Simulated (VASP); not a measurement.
Input of a VASP 6.6.1 run:

Contents of INCAR:

```
ALGO     = Normal         # electronic algorithm
EDIFF    = 1E-6           # SCF threshold, eV
EDIFFG   = -0.02          # ionic threshold
ENCUT    = 520            # plane-wave cutoff, eV
GGA      = PE             # functional
IBRION   = 2              # ionic algorithm
ISIF     = 2              # what is computed and relaxed
ISMEAR   = -1             # smearing method
LASPH    = True           # aspherical terms in the spheres
LCHARG   = False          # write CHGCAR
LREAL    = False          # projectors in reciprocal space
LWAVE    = False          # write WAVECAR
NELM     = 100            # most SCF steps
NSW      = 80             # ionic steps
PREC     = Accurate       # precision mode
SIGMA    = 0.02           # smearing width, eV
```

Contents of KPOINTS:

```
k-points
0
Gamma
  8 8 8
```

The input POSCAR:

```
BaTiO3
1.0
    3.9518582279      0.0000000000      0.0000000000
    0.0000000000      3.9518582279      0.0000000000
    0.0000000000      0.0000000000      3.9518582279
Ba Ti O
1 1 3
Direct
    0.5000000000      0.5000000000      0.5000000000
    0.0000000000      0.0000000000      0.0000000000
    0.5000000000      0.0000000000      0.0000000000
    0.0000000000      0.5000000000      0.0000000000
    0.0000000000      0.0000000000      0.5000000000
```

Potentials or basis: VASP PAW PBE potentials, release 64 (Ba_sv, Ti_sv, O).

The run is started by

```bash
$ cat potpaw_PBE.64/Ba_sv/POTCAR potpaw_PBE.64/Ti_sv/POTCAR potpaw_PBE.64/O/POTCAR > POTCAR
$ mpirun -np 1 vasp_std > vasp.out
```

(1) Predict the band gap on the k mesh.

## Answers

(1) 1.82 eV (least direct gap 1.93 eV).

Caveat: the relaxation stopped at its first step, so nothing moved; spin-orbit coupling is left out, which moves the levels of the heavy elements.
